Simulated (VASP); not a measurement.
Here is a VASP 6.6.1 calculation.

The input INCAR:

```
SYSTEM = HfO2
  PREC = Accurate
  ENCUT = 520
  EDIFF = 1E-6
  ISMEAR = -1
  SIGMA = 0.1
  LREAL = .FALSE.
  LASPH = .TRUE.
  NELM = 80
  ALGO = Normal
  ISIF = 2
  LWAVE = .FALSE.
  LCHARG = .TRUE.
  LELF = .TRUE.
  LVHAR = .TRUE.
  NBANDS = 18
```

Contents of KPOINTS:

```
Automatic mesh
0
G
  8 8 8
  0 0 0
```

The input POSCAR:

```
HfO2
1.0
    0.0000000000      2.5229349520      2.5229349520
    2.5229349520      0.0000000000      2.5229349520
    2.5229349520      2.5229349520      0.0000000000
Hf O
1 2
Direct
    0.0000000000      0.0000000000      0.0000000000
    0.2500000000      0.2500000000      0.2500000000
    0.7500000000      0.7500000000      0.7500000000
```

Potentials or basis: VASP PAW LDA potentials, release 64 (Hf_pv, O).

The run is started by

```sh
$ cat potpaw_LDA.64/Hf_pv/POTCAR potpaw_LDA.64/O/POTCAR > POTCAR
$ mpirun -np 1 vasp_std > vasp.out
```

Q: Predict the band gap on the k mesh.

A: 3.63 eV, direct.

Q: What does it give for the pressure?

A: -10.2 GPa.

Caveat: spin-orbit coupling is left out, which moves the levels of the heavy elements. A k mesh can miss the band edges.
